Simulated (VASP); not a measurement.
# HfH2 (I4/mmm) in VASP: a series of runs, part 3 of 3

VASP 6.6.1.

### Step 5. Electric field gradients, LDA (volume scaled by 1.02)

Input file INCAR:

```
SYSTEM = HfH2
  PREC = Accurate
  ENCUT = 520
  EDIFF = 1E-8
  ISMEAR = -1
  SIGMA = 0.03
  LREAL = .False.
  LASPH = .True.
  NELM = 100
  ALGO = Normal
  ISIF = 2
  LWAVE = .False.
  LCHARG = .False.
  GGA = CA
  LEFG = .True.
  NBANDS = 13
```

Input file KPOINTS:

```
regular mesh
0
Gamma
  12 12 12
  0 0 0
```

Input file POSCAR:

```
HfH2
1.0
   -1.7505168919      1.7505168919      2.1949408182
    1.7505168919     -1.7505168919      2.1949408182
    1.7505168919      1.7505168919     -2.1949408182
Hf H
1 2
Direct
    0.0000000000      0.0000000000      0.0000000000
    0.7500000000      0.2500000000      0.5000000000
    0.2500000000      0.7500000000      0.5000000000
```

Potentials or basis: VASP PAW LDA potentials, release 64 (Hf_pv, H).

Command:

```console
$ cat potpaw_LDA.64/Hf_pv/POTCAR potpaw_LDA.64/H/POTCAR > POTCAR
$ mpirun -np 1 vasp_std > vasp.out
```

OUTCAR:

```text
SYSTEM = HfH2
   PREC = Accurate
   ENCUT = 520
   EDIFF = 1E-8
   ISMEAR = -1
   LREAL = .False.
   LASPH = .True.
   NELM = 100
   ISIF = 2
   GGA = CA

 ion  position               nearest neighbor table
   1  0.000  0.000  0.000-   2 2.07   3 2.07   2 2.07   3 2.07   2 2.07   3 2.07   2 2.07   3 2.07

   2  0.750  0.250  0.500-   1 2.07   1 2.07   1 2.07   1 2.07
   3  0.250  0.750  0.500-   1 2.07   1 2.07   1 2.07   1 2.07

  LATTYP: Found a body centered tetragonal cell.
 ALAT       =     3.5010337838
 C/A-ratio  =     1.2538815411

  Lattice vectors:

 A1 = (  -1.7505168919,   1.7505168919,   2.1949408182)
 A2 = (   1.7505168919,  -1.7505168919,   2.1949408182)
 A3 = (   1.7505168919,   1.7505168919,  -2.1949408182)

Analysis of symmetry for initial positions (statically):
=====================================================================
 Subroutine PRICEL returns:
 Original cell was already a primitive cell.

 Routine SETGRP: Setting up the symmetry group for a
 body centered tetragonal supercell.

 Subroutine GETGRP returns: Found 16 space group operations
 (whereof 16 operations were pure point group operations)
 out of a pool of 16 trial point group operations.

The static configuration has the point symmetry D_4h.

Analysis of symmetry for dynamics (positions and initial velocities):
=====================================================================
 Subroutine PRICEL returns:
 Original cell was already a primitive cell.

 Routine SETGRP: Setting up the symmetry group for a
 body centered tetragonal supercell.

 Subroutine GETGRP returns: Found 16 space group operations
[... 539 lines left out ...]
     10      11.3755      0.00000
     11      12.5342      0.00000
     12      14.3548      0.00000
     13      16.5120      0.00000

 [... further k-points ...]

------------------------ aborting loop because EDIFF is reached ----------------------------------------

  FORCE on cell =-STRESS in cart. coord.  units (eV):
  Direction    XX          YY          ZZ          XY          YZ          ZX
  --------------------------------------------------------------------------------------
  -------------------------------------------------------------------------------------
  Total       -1.8119323     -1.8119323     -1.9317505      0.0000000     -0.0000000      0.0000000
  in kB     -107.9038952   -107.9038952   -115.0392938      0.0000000     -0.0000000      0.0000000
  external PRESSURE =    -110.2823614 kB  Pullay stress =       0.0000000 kB

 VOLUME and BASIS-vectors are now :
 -----------------------------------------------------------------------------
  energy-cutoff  :      520.00
  volume of cell :       26.90
      direct lattice vectors                 reciprocal lattice vectors
    -1.750516892  1.750516892  2.194940818     0.000000000  0.285629920  0.227796575
     1.750516892 -1.750516892  2.194940818     0.285629920  0.000000000  0.227796575
     1.750516892  1.750516892 -2.194940818     0.285629920  0.285629920  0.000000000

 POSITION                                       TOTAL-FORCE (eV/Angst)
 -----------------------------------------------------------------------------------
      0.00000      0.00000      0.00000        -0.000000     -0.000000      0.000000
      0.00000      1.75052      1.09747        -0.000000      0.000000      0.000000
      1.75052      0.00000      1.09747         0.000000     -0.000000     -0.000000
 -----------------------------------------------------------------------------------
    total drift:                               -0.000000     -0.000000      0.000000

  FREE ENERGIE OF THE ION-ELECTRON SYSTEM (eV)
  ---------------------------------------------------
  free  energy   TOTEN  =       -19.4240804559 eV

  energy  without entropy=      -19.4221328958  energy(sigma->0) =      -19.42310668

 Electric field gradients (V/A^2)
---------------------------------------------------------------------
 ion       V_xx      V_yy      V_zz      V_xy      V_xz      V_yz
---------------------------------------------------------------------
   1      12.986    12.986   -25.972    -0.000    -0.000    -0.000
   2       0.038     0.038    -0.076    -0.000    -0.000    -0.000
   3       0.038     0.038    -0.076    -0.000    -0.000    -0.000
---------------------------------------------------------------------

 Electric field gradients after diagonalization (V/A^2)
 (convention: |V_zz| > |V_xx| > |V_yy|)
----------------------------------------------------------------------
 ion       V_xx      V_yy      V_zz     asymmetry (V_yy - V_xx)/ V_zz
----------------------------------------------------------------------
   1      12.986    12.986   -25.972       0.000
   2       0.038     0.038    -0.076       0.011
   3       0.038     0.038    -0.076       0.011
----------------------------------------------------------------------

           NMR quadrupolar parameters

 Cq : quadrupolar parameter    Cq=e*Q*V_zz/h
 eta: asymmetry parameters     (V_yy - V_xx)/ V_zz
 Q  : nuclear electric quadrupole moment in mb (millibarn)
----------------------------------------------------------------------
 ion       Cq(MHz)       eta       Q (mb)
----------------------------------------------------------------------
   1      -0.063       0.000       1.000
   2      -0.000       0.011       1.000
   3      -0.000       0.011       1.000
----------------------------------------------------------------------
```

OSZICAR:

```text
N       E                     dE             d eps       ncg     rms          rms(c)
DAV:   1     0.144023922978E+02    0.14402E+02   -0.64554E+03  4246   0.857E+02
DAV:   2    -0.198242987444E+02   -0.34227E+02   -0.33028E+02  5205   0.178E+02
DAV:   3    -0.206382284680E+02   -0.81393E+00   -0.80979E+00  5417   0.195E+01
DAV:   4    -0.206416223164E+02   -0.33938E-02   -0.33932E-02  4719   0.153E+00
DAV:   5    -0.206416446286E+02   -0.22312E-04   -0.22312E-04  5440   0.106E-01    0.461E+01
DAV:   6    -0.196501984693E+02    0.99145E+00   -0.64714E-01  4578   0.617E+00    0.293E+01
DAV:   7    -0.194661393920E+02    0.18406E+00   -0.85332E-01  4723   0.682E+00    0.528E+00
DAV:   8    -0.194267567796E+02    0.39383E-01   -0.16591E-01  4493   0.321E+00    0.219E+00
DAV:   9    -0.194241659571E+02    0.25908E-02   -0.94160E-03  4998   0.785E-01    0.581E-01
DAV:  10    -0.194240834712E+02    0.82486E-04   -0.12867E-03  5183   0.252E-01    0.205E-01
DAV:  11    -0.194240827138E+02    0.75738E-06   -0.23994E-05  5077   0.391E-02    0.102E-01
DAV:  12    -0.194240812366E+02    0.14772E-05   -0.12781E-06  5038   0.866E-03    0.484E-02
DAV:  13    -0.194240804489E+02    0.78771E-06   -0.19977E-06  4838   0.110E-02    0.392E-04
DAV:  14    -0.194240804559E+02   -0.70661E-08   -0.66455E-08  5183   0.220E-03
   1 F= -.19424080E+02 E0= -.19423107E+02  d E =-.194756E-02
```

stdout:

```text
POSCAR found type information on POSCAR HfH
 POSCAR found :  2 types and       3 ions
 scaLAPACK will be used
 LDA part: xc-table for (Slater(with rela. corr.)+CA(PZ))
 , standard interpolation
 POSCAR, INCAR and KPOINTS ok, starting setup
 FFT: planning ... GRIDC
 FFT: planning ... GRID_SOFT
 FFT: planning ... GRID
 WAVECAR not read
 entering main loop
ion   1

ion   2

ion   3
```

Wall time 28 s (1 thread of Intel Xeon Platinum 8559C (Emerald Rapids), shared host); peak memory 0.19 GiB.

Results:

```yaml
Free_energy: -19.4241 eV
Pressure: -11.0 GPa
Band_gap_on_the_k_mesh: zero (band 6 reaches 5.65 eV, above the bottom of band 7 at 4.59 eV)
```

Levels at points of the mesh, in eV from the Fermi level:
| k point | band 4 | band 5 | band 6 | band 7 | band 8 | band 9 |
| --- | --- | --- | --- | --- | --- | --- |
| (0.00, 0.00, 0.00) | -11.03 | -1.13 | -0.47 | -0.47 | 0.28 | 1.79 |
| (0.50, 0.00, 0.00) | -8.18 | -5.04 | -0.79 | 0.53 | 3.64 | 4.65 |
| (0.50, 0.50, 0.00) | -6.44 | -5.59 | -4.00 | 3.77 | 3.99 | 5.08 |
| (0.50, 0.50, 0.50) | -7.48 | -4.21 | -3.68 | 4.41 | 4.52 | 4.52 |

Electric field gradients, principal values (V/Å²):
```tsv
atom	least	middle	greatest (by size)
1 Hf	12.986	12.986	-25.972
2 H	0.038	0.038	-0.076
3 H	0.038	0.038	-0.076
```

Caveat: without QUAD_EFG the Cq values of the log hold for a quadrupole moment of 1 mb, not for the nuclei; spin-orbit coupling is left out, which moves the levels of the heavy elements.

### Step 6. Summary

```csv
cell,gap on the mesh (eV),pressure (GPa)
"a = 3.272 Å, angles 115.8, 115.8, 97.4°, 3 atoms",none,-7.3
"a = 3.301 Å, angles 116.4, 116.4, 96.3°, 3 atoms",none,-9.7
"a = 3.309 Å, angles 116.1, 116.1, 96.9°, 3 atoms",none,-11.0
```

Alike in all rows: task electric field gradients; level LDA; potentials or basis VASP PAW LDA potentials, release 64 (Hf_pv, H); no spin polarisation; k mesh 12 × 12 × 12; cutoff (eV) 520; smearing fermi-dirac 0.03 eV.

Caveats: spin-orbit coupling is left out, which moves the levels of the heavy elements.

Total energies depend on the potentials used, so only differences within one code and one set of settings carry meaning.
